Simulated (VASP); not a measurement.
S: single point with PBEsol

S:

```
S
1.0
     3.50330    0.00000    0.00000
    -1.75165    3.03395    0.00000
     0.00000    0.00000    5.68605
S
2
Direct
  0.33333 0.66667 0.25000
  0.66667 0.33333 0.75000
```

| Item | Value |
| --- | --- |
| Program | VASP 6.6.1 |
| Task | single point |
| Functional | PBEsol |
| Potentials or basis | VASP PAW PBE potentials, release 64 (S) |
| Cutoff | 520 eV |
| k mesh | 6 × 6 × 4 |
| Occupations | gaussian, width 0.1 eV |
| Spin | no spin polarisation |
| Dipole correction | no |
| Further INCAR settings | ALGO = Normal; EDIFF = 1e-06; NBANDS = 13 |

The pressure is -13.3 GPa and the band gap on the k mesh is zero (band 6 reaches 1.25 eV, above the bottom of band 7 at -0.44 eV).

Stress tensor (GPa, compression positive):
```
-12.36   0.00   0.00
  0.00 -12.36   0.00
  0.00   0.00 -15.09
```

Levels at points of the mesh, in eV from the Fermi level:
```
           k point  band 4  band 5  band 6  band 7  band 8  band 9
(0.00, 0.00, 0.00)    0.55    0.55    1.02    1.02    1.05    7.56
(0.50, 0.00, 0.00)   -1.98   -1.35   -0.39   -0.14    0.59    7.44
(0.00, 0.00, 0.50)   -1.26    0.79    0.79    0.79    0.79    8.73
(0.50, 0.00, 0.50)   -2.87    0.00    0.00    0.05    0.05    7.69
```

Run time: 17 s on 1 thread of Intel(R) Xeon(R) Platinum 8375C CPU @ 2.90GHz (Ice Lake), on a shared host, peak memory 0.17 GiB.

Caveat: the PAW data sets were made with another functional, which shifts forces and pressure a little.
